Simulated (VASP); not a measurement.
Write the native input for VASP 6.6.1 that does the following.

| Quantity | Value |
| --- | --- |
| Task | single point |
| Functional | PBE |
| Potentials or basis | VASP PAW PBE potentials, release 64 (Zn, C) |
| Cutoff | 520 eV |
| k mesh | 6 × 6 × 6 |
| Occupations | gaussian, width 0.1 eV |
| Spin | no spin polarisation |
| Dipole correction | no |
| Further INCAR settings | ALGO = Normal; EDIFF = 1e-07; NBANDS = 47 |

The structure of Zn2C3 lies in POSCAR:

```
Zn2C3
1.0
    2.5418599003      1.4675434977      4.6265667312
   -2.5418599003      1.4675434977      4.6265667312
    0.0000000000     -2.9350869954      4.6265667312
Zn C
4 6
Direct
    0.8521800000      0.8521800000      0.8521800000
    0.6478200000      0.6478200000      0.6478200000
    0.1478200000      0.1478200000      0.1478200000
    0.3521800000      0.3521800000      0.3521800000
    0.0562500000      0.4437500000      0.7500000000
    0.7500000000      0.0562500000      0.4437500000
    0.4437500000      0.7500000000      0.0562500000
    0.9437500000      0.5562500000      0.2500000000
    0.2500000000      0.9437500000      0.5562500000
    0.5562500000      0.2500000000      0.9437500000
```

These files were run (other wordings do the same):

INCAR

```
ALGO = Normal
EDIFF = 1E-7
ENCUT = 520
GGA = PE
ISIF = 2
ISMEAR = 0
LASPH = T
LCHARG = F
LREAL = F
LWAVE = F
NBANDS = 47
NELM = 100
PREC = Accurate
SIGMA = 0.1
```

KPOINTS

```
k-points
0
Gamma
  6 6 6
```

Potentials or basis: VASP PAW PBE potentials, release 64 (Zn, C).

Launch:

```console
$ cat potpaw_PBE.64/Zn/POTCAR potpaw_PBE.64/C/POTCAR > POTCAR
$ mpirun -np 1 vasp_std > vasp.out
```

It gave:

* Pressure: 15.5 GPa
* Largest force: 0.064 eV/Å
* Band gap on the k mesh: zero (bands 36 and 37 overlap by 2.16 eV)

Caveat: the cell stands under pressure.

Wall time 5.9 min on 1 thread of Oxide Virtual Turin-like Processor, with other jobs on the host, peak memory 0.27 GiB.
